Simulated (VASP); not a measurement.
The system is CdS.

```xyz
2
Lattice="0.0000 2.9430 2.9430 2.9430 0.0000 2.9430 2.9430 2.9430 0.0000" Properties=species:S:1:pos:R:3 pbc="T T T"
Cd    0.0000    0.0000    0.0000
S     4.4144    4.4144    4.4144
```

```yaml
Program: VASP 6.6.1
Task: relaxation of cell and atoms
Functional: LDA
Potentials_or_basis: VASP PAW LDA potentials, release 64 (Cd, S)
Cutoff: 600 eV
k_mesh: 8 × 8 × 8
Occupations: gaussian, width 0.02 eV
Spin: no spin polarisation
```

At the start: pressure -3.5 GPa; volume 25.49 Å³/atom.

Task: Where does the relaxation end?

Result: Over 8 steps the energy falls by 16.9 meV/atom and the volume is 24.02 Å³/atom (-5.8 %); space group F-43m (No. 216, to 0.1 Å) before and after.

Step by step:
```csv
step,energy change (eV),largest force (eV/Å),pressure (GPa),volume (Å³)
1,0.0000,0.0000,-3.50,50.98
2,-0.0286,0.0000,1.63,46.98
3,-0.0339,0.0000,-0.03,48.05
4,-0.0339,0.0000,0.09,47.99
5,-0.0339,0.0000,-0.06,48.08
6,-0.0339,0.0000,-0.02,48.05
7,-0.0339,0.0000,0.02,48.04
8,-0.0339,0.0000,0.01,48.04
```

Final structure:
```
CELL_PARAMETERS angstrom
0.00000 2.88535 2.88535
2.88535 0.00000 2.88535
2.88535 2.88535 0.00000
ATOMIC_POSITIONS crystal
Cd 0.00000 0.00000 0.00000
S 0.75000 0.75000 0.75000
```
